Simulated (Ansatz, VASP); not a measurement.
**TePb in VASP and in Ansatz**

INCAR

```
PREC = Accurate
ENCUT = 520
EDIFF = 1E-6
ISMEAR = -1
SIGMA = 0.05
LREAL = F
LASPH = T
NELM = 80
ALGO = Normal
ISIF = 2
LWAVE = F
LCHARG = F
GGA = PS
NBANDS = 17
```

Contents of KPOINTS:

```
regular mesh
0
Gamma
  6 6 6
```

The input POSCAR:

```
TePb
1.0
    0.0161550000      3.2310000000      3.2310000000
    3.2310000000      0.0161550000      3.2310000000
    3.2471550000      3.2471550000      0.0000000000
Pb Te
1 1
Direct
    0.0000000000      0.0000000000      0.0000000000
    0.5000000000      0.5000000000      0.5000000000
```

File input.yaml:

```yaml
crystal:
  lattice:
    - [0.016155, 3.231, 3.231]
    - [3.231, 0.016155, 3.231]
    - [3.247155, 3.247155, 0.0]
  atoms:
    - { symbol: Pb, position: [0.0, 0.0, 0.0] }
    - { symbol: Te, position: [0.5, 0.5, 0.5] }
hamiltonian:
  xc: pbesol
  pseudopotentials: { kind: paw }
kpoints:
  mp_grid: { grid: [6, 6, 6] }
  band_path:
    path:
      - [[0.0, 0.0, 0.0], [0.373753125, -0.373753125, 0.0], [0.25000625, -0.4975, -0.24749375], [0.0, -0.5, -0.5], [0.25, -0.25, -0.5], [0.5, 0.0, 0.0], [0.626246875, 0.373753125, 0.0], [0.5, 0.5, 0.0], [0.0, 0.0, 0.0], [-0.376253125, -0.376253125, -0.75250625], [0.0, 0.0, -0.5], [0.25, -0.25, -0.5]]
      - [[-0.25000625, -0.5025, -0.75250625], [-0.376253125, -0.376253125, -0.75250625]]
      - [[0.376253125, 0.376253125, -0.24749375], [0.5, 0.5, 0.0]]
    npoints: 14
scf:
  occupations: { method: fermi_dirac, width: 0.05 }
  n_extra_bands: 6
output:
  forces: true
  stress: true
  eigenvalues: true
  fatbands: true
```

Alike in both runs: functional PBEsol; k mesh 6 × 6 × 6; occupations fermi-dirac, width 0.05 eV; no spin polarisation.

```csv
,VASP,Ansatz
version,VASP 6.6.1,Ansatz 0.2.0
potentials or method,"VASP PAW PBE potentials, release 64 (Pb_d, Te)",Ansatz PAW
plane-wave cutoff (eV),520,420
valence electrons in the cell,20,30
task,single point,band structure
```

```csv
,VASP,Ansatz,Ansatz less VASP
gap on the k mesh at the Fermi level (eV),0.62,0.62,-0.004
least direct gap on the mesh (eV),0.66,0.66,-0.004
pressure (GPa),-0.4,-0.4,+0.04
"traceless stress, the component that is largest in VASP (GPa)",-0.15,-0.15,+0.001
```

VASP's potentials were made for PBE, not for PBEsol. VASP's potentials hold 20 valence electrons a cell and Ansatz's 30, so a difference there can come from the potentials and not from the codes.

Neither program's run includes spin-orbit coupling.
